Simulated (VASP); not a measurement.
# Sb (R-3m) in VASP: settings compared, part 3 of 3

VASP 6.6.1.

## Step 6: Electric field gradients, PBE

This run uses another cell than the first one, of 28.49 Å³/atom, 0.931 times its volume.

INCAR

```
ALGO     = Normal         # electronic algorithm
EDIFF    = 1E-8           # SCF threshold, eV
ENCUT    = 520            # plane-wave cutoff, eV
GGA      = PE             # functional
ISIF     = 2              # what is computed and relaxed
ISMEAR   = -1             # smearing method
ISYM     = 0            
LASPH    = True           # aspherical terms in the spheres
LCHARG   = False          # write CHGCAR
LEFG     = True         
LREAL    = False          # projectors in reciprocal space
LWAVE    = False          # write WAVECAR
NBANDS   = 12             # bands
NELM     = 60             # most SCF steps
PREC     = Accurate       # precision mode
SIGMA    = 0.05           # smearing width, eV
```

KPOINTS

```
k-points
0
Gamma
  9 9 9
```

POSCAR

```
Sb
1.0
    2.1141424358      1.2206007044      3.6805301114
   -2.1141424358      1.2206007044      3.6805301114
    0.0000000000     -2.4412014087      3.6805301114
Sb
2
Direct
    0.2336400000      0.2336400000      0.2336400000
    0.7663600000      0.7663600000      0.7663600000
```

Potentials or basis: VASP PAW PBE potentials, release 64 (Sb).

Run with:

```sh
$ cat potpaw_PBE.64/Sb/POTCAR > POTCAR
$ mpirun -np 1 vasp_std > vasp.out
```

OUTCAR:

```text
EDIFF = 1E-8
   ENCUT = 520
   GGA = PE
   ISIF = 2
   ISMEAR = -1
   ISYM = 0
   LASPH = True
   LREAL = False
   NELM = 60
   PREC = Accurate

 ion  position               nearest neighbor table
   1  0.234  0.234  0.234-   2 2.85   2 2.85   2 2.85   2 3.29   2 3.29   2 3.29
   2  0.766  0.766  0.766-   1 2.85   1 2.85   1 2.85   1 3.29   1 3.29   1 3.29

IMPORTANT INFORMATION: All symmetrisations will be switched off!
NOSYMM: (Re-)initialisation of all symmetry stuff for point group C_1.

----------------------------------------------------------------------------------------

                                     Primitive cell

  volume of cell :      56.9862

  direct lattice vectors                    reciprocal lattice vectors
     2.114142436  1.220600704  3.680530111     0.236502514  0.136544790  0.090566664
    -2.114142436  1.220600704  3.680530111    -0.236502514  0.136544790  0.090566664
     0.000000000 -2.441201409  3.680530111     0.000000000 -0.273089580  0.090566664

  length of vectors
[... 515 lines left out ...]
    -2.114142436  1.220600704  3.680530111    -0.236502514  0.136544790  0.090566664
     0.000000000 -2.441201409  3.680530111     0.000000000 -0.273089580  0.090566664

 POSITION                                       TOTAL-FORCE (eV/Angst)
 -----------------------------------------------------------------------------------
      0.00000      0.00000      2.57976        -0.000000      0.000000      0.553117
      0.00000      0.00000      8.46183         0.000000     -0.000000     -0.553117
 -----------------------------------------------------------------------------------
    total drift:                                0.000000     -0.000000      0.000000

  FREE ENERGIE OF THE ION-ELECTRON SYSTEM (eV)
  ---------------------------------------------------
  free  energy   TOTEN  =        -8.1561566463 eV

  energy  without entropy=       -8.1537482289  energy(sigma->0) =       -8.15495244

 Electric field gradients (V/A^2)
---------------------------------------------------------------------
 ion       V_xx      V_yy      V_zz      V_xy      V_xz      V_yz
---------------------------------------------------------------------
   1      22.728    22.728   -45.456    -0.000    -0.000    -0.000
   2      22.728    22.728   -45.456    -0.000     0.000    -0.000
---------------------------------------------------------------------

 Electric field gradients after diagonalization (V/A^2)
 (convention: |V_zz| > |V_xx| > |V_yy|)
----------------------------------------------------------------------
 ion       V_xx      V_yy      V_zz     asymmetry (V_yy - V_xx)/ V_zz
----------------------------------------------------------------------
   1      22.728    22.728   -45.456       0.000
   2      22.728    22.728   -45.456       0.000
----------------------------------------------------------------------

           NMR quadrupolar parameters

 Cq : quadrupolar parameter    Cq=e*Q*V_zz/h
 eta: asymmetry parameters     (V_yy - V_xx)/ V_zz
 Q  : nuclear electric quadrupole moment in mb (millibarn)
----------------------------------------------------------------------
 ion       Cq(MHz)       eta       Q (mb)
----------------------------------------------------------------------
   1      -0.110       0.000       1.000
   2      -0.110       0.000       1.000
----------------------------------------------------------------------
```

OSZICAR:

```text
N       E                     dE             d eps       ncg     rms          rms(c)
DAV:   1     0.356147655001E+02    0.35615E+02   -0.36135E+03  8760   0.659E+02
DAV:   2    -0.624806899893E+01   -0.41863E+02   -0.40410E+02 11480   0.110E+02
DAV:   3    -0.814609556083E+01   -0.18980E+01   -0.18751E+01 10700   0.255E+01
DAV:   4    -0.816205317839E+01   -0.15958E-01   -0.15952E-01 10180   0.282E+00
DAV:   5    -0.816223801321E+01   -0.18483E-03   -0.18483E-03 10792   0.333E-01    0.332E+00
DAV:   6    -0.815783553425E+01    0.44025E-02   -0.33172E-03 10212   0.356E-01    0.203E+00
DAV:   7    -0.815603340542E+01    0.18021E-02   -0.76818E-03  9832   0.542E-01    0.667E-02
DAV:   8    -0.815612815888E+01   -0.94753E-04   -0.24978E-04 10716   0.969E-02    0.255E-02
DAV:   9    -0.815615526168E+01   -0.27103E-04   -0.42321E-05 10412   0.381E-02    0.731E-03
DAV:  10    -0.815615627263E+01   -0.10110E-05   -0.41737E-06 10588   0.113E-02    0.161E-03
DAV:  11    -0.815615639681E+01   -0.12418E-06   -0.48619E-07 10384   0.418E-03    0.783E-04
DAV:  12    -0.815615659730E+01   -0.20049E-06   -0.38379E-08 10716   0.106E-03    0.205E-04
DAV:  13    -0.815615665514E+01   -0.57842E-07   -0.56380E-09  7008   0.469E-04    0.111E-04
DAV:  14    -0.815615664632E+01    0.88201E-08   -0.61606E-10  5368   0.169E-04
   1 F= -.81561566E+01 E0= -.81549524E+01  d E =-.240842E-02
```

stdout:

```text
POSCAR found type information on POSCAR Sb
 POSCAR found :  1 types and       2 ions
 scaLAPACK will be used
 LDA part: xc-table for (Slater+PW92), standard interpolation
 POSCAR, INCAR and KPOINTS ok, starting setup
 FFT: planning ... GRIDC
 FFT: planning ... GRID_SOFT
 FFT: planning ... GRID
 WAVECAR not read
 entering main loop
ion   1

ion   2

     0.0000576     0.0000003     0.0000002    35.9518532    -0.0000008     0.0000001
     0.0000793     0.0000003     0.0000002    35.9480047    -0.0000008     0.0000001
     0.0001092     0.0000003     0.0000002    35.9419076    -0.0000008     0.0000001
     0.0001504     0.0000003     0.0000002    35.9322892    -0.0000008     0.0000001
```

Wall time 8 min (1 thread of AMD EPYC 7R13, shared host); peak memory 0.33 GiB.

What came out:

```
Free energy            : -8.1562 eV
Pressure               : 6.9 GPa
Largest force          : 0.553 eV/Å
Band gap on the k mesh : zero (band 5 reaches 8.11 eV, above the bottom of band 6 at 8.05 eV)
```

Forces in eV/Å, atoms in the order of the input:
```
Sb   0.000  0.000  0.553
Sb   0.000  0.000 -0.553
```

Stress tensor (GPa, compression positive):
```
7.30 0.00 0.00
0.00 7.30 0.00
0.00 0.00 6.12
```

Electric field gradients, principal values (V/Å²):
```
atom   least  middle  greatest (by size)
1 Sb  22.728  22.728             -45.456
2 Sb  22.728  22.728             -45.456
```

Caveat: without QUAD_EFG the Cq values of the log hold for a quadrupole moment of 1 mb, not for the nuclei; spin-orbit coupling is left out, which moves the levels of the heavy elements.

## Step 7: Overview

```tsv
level	potentials or basis	cell	k mesh	cutoff (eV)	second run	gap on the mesh (eV)	pressure (GPa)	largest force (eV/Å)
PBE	VASP PAW PBE potentials, release 64 (Sb)	a = 4.555 Å, angles 56.3°, 2 atoms	9 × 9 × 9	400	-	0.06	2.1	0.11
LDA	VASP PAW LDA potentials, release 64 (Sb_d_GW)	a = 4.493 Å, angles 57.2°, 2 atoms	9 × 9 × 9	400	valence_matched	0.09	-1.1	0.06
r2SCAN	VASP PAW PBE potentials, release 64 (Sb)	a = 4.493 Å, angles 57.2°, 2 atoms	11 × 11 × 11	520	-	none	2.2	0.11
PBE	VASP PAW PBE potentials, release 64 (Sb)	a = 4.417 Å, angles 57.2°, 2 atoms	9 × 9 × 9	520	-	none	6.9	0.55
```

Alike in all rows: task electric field gradients; no spin polarisation; smearing fermi-dirac 0.05 eV.

Caveats: spin-orbit coupling is left out, which moves the levels of the heavy elements; the PAW data sets were made with another functional, which shifts forces and pressure a little (some runs).

Total energies depend on the potentials used, so only differences within one code and one set of settings carry meaning.
